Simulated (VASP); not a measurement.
KF (Carobbiite):

```
CELL_PARAMETERS angstrom
0.00000 2.70937 2.70937
2.70937 0.00000 2.70937
2.70937 2.70937 0.00000
ATOMIC_POSITIONS crystal
K 0.00000 0.00000 0.00000
F 0.50000 0.50000 0.50000
```

| Item | Value |
| --- | --- |
| Program | VASP 6.6.1 |
| Task | relaxation of cell and atoms |
| Functional | LDA |
| Potentials or basis | VASP PAW LDA potentials, release 64 (K_sv, F) |
| Cutoff | 600 eV |
| k mesh | 8 × 8 × 8 |
| Occupations | fermi-dirac, width 0.02 eV |
| Spin | no spin polarisation |

At the start: pressure -4.4 GPa; volume 19.89 Å³/atom.

Q: How do energy, volume and symmetry change on relaxing?

A: Over 4 steps the energy falls by 42.1 meV/atom and the volume is 17.23 Å³/atom (-13.4 %); space group Fm-3m (No. 225, to 0.05 Å).

The path:
| step | energy change (eV) | largest force (eV/Å) | pressure (GPa) | volume (Å³) |
| --- | --- | --- | --- | --- |
| 1 | 0.0000 | 0.0000 | -4.39 | 39.78 |
| 2 | -0.0666 | 0.0000 | -2.38 | 36.72 |
| 3 | -0.0840 | 0.0000 | -0.30 | 34.73 |
| 4 | -0.0842 | 0.0000 | 0.03 | 34.47 |

Final structure:
```
K F
1.0
     0.00000    2.58297    2.58297
     2.58297    0.00000    2.58297
     2.58297    2.58297    0.00000
K F
1 1
Cartesian
  2.5830 0.0000 2.5830
  2.5830 2.5830 2.5830
```

Caveat: the volume moved by -13 % from the deposited cell, more than functionals usually miss.
